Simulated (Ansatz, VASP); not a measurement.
# SnO in VASP and in Ansatz

```
CELL_PARAMETERS angstrom
3.83668 0.00000 0.00000
0.00000 3.83668 0.00000
0.00000 0.00000 4.76036
ATOMIC_POSITIONS crystal
Sn 0.50000 0.00000 0.24340
Sn 0.00000 0.50000 0.75660
O 0.00000 0.00000 0.00000
O 0.50000 0.50000 0.00000
```

Alike in both runs: task electric field gradients; functional PBE; dispersion D3(BJ); k mesh 10 × 10 × 8; occupations gaussian, width 0.05 eV; no spin polarisation.

|  | VASP | Ansatz |
| --- | --- | --- |
| version | VASP 6.6.1 | Ansatz 0.2.0 |
| potentials or method | VASP PAW PBE potentials, release 64 (Sn_d, O), cutoff 520 eV | scalar-relativistic, plane waves, PAW |
| valence electrons in the cell | 40 | 40 |

|  | VASP | Ansatz | Ansatz less VASP |
| --- | --- | --- | --- |
| gap on the k mesh at the Fermi level (eV) | none | none | - |
| pressure (GPa) | 0.2 | 0.0 | -0.21 |
| rms of the force components (eV/Å) | 0.033 | 0.000 | -0.0322 |
| size of Vzz on the site where it differs most (V/Å²) | 159.8 | 161.1 | +1.30 |

Atom by atom the forces differ by 0.032 eV/Å (rms over components). A gap of «none» marks a metal or a gap that the smearing closes.
